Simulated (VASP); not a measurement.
Se:

```
Se
1.0
    -1.70345    1.70345    1.70345
     1.70345   -1.70345    1.70345
     1.70345    1.70345   -1.70345
Se
1
Direct
  0.00000 0.00000 0.00000
```

| Property | Result |
| --- | --- |
| Program | VASP 6.6.1 |
| Task | relaxation of cell and atoms |
| Functional | r2SCAN |
| Potentials or basis | VASP PAW PBE potentials, release 64 (Se) |
| Cutoff | 600 eV |
| k mesh | 18 × 18 × 18 |
| Occupations | gaussian, width 0.1 eV |
| Spin | no spin polarisation |

At the start: pressure 1.8 GPa; volume 19.77 Å³/atom.

Problem. Where does the relaxation end?

Solution. Over 3 steps the energy falls by 2.4 meV/atom and the volume is 20.21 Å³/atom (+2.2 %); space group Im-3m (No. 229, to 0.05 Å).

Step by step:
```csv
step,energy change (eV),largest force (eV/Å),pressure (GPa),volume (Å³)
1,0.0000,0.0000,1.79,19.77
2,-0.0020,0.0000,-0.71,20.41
3,-0.0024,0.0000,0.01,20.21
```

Final structure:
```
Se
1.0
    -1.71607    1.71607    1.71607
     1.71607   -1.71607    1.71607
     1.71607    1.71607   -1.71607
Se
1
Direct
  0.00000 0.00000 0.00000
```

Caveat: the PAW data sets were made with another functional, which shifts forces and pressure a little.
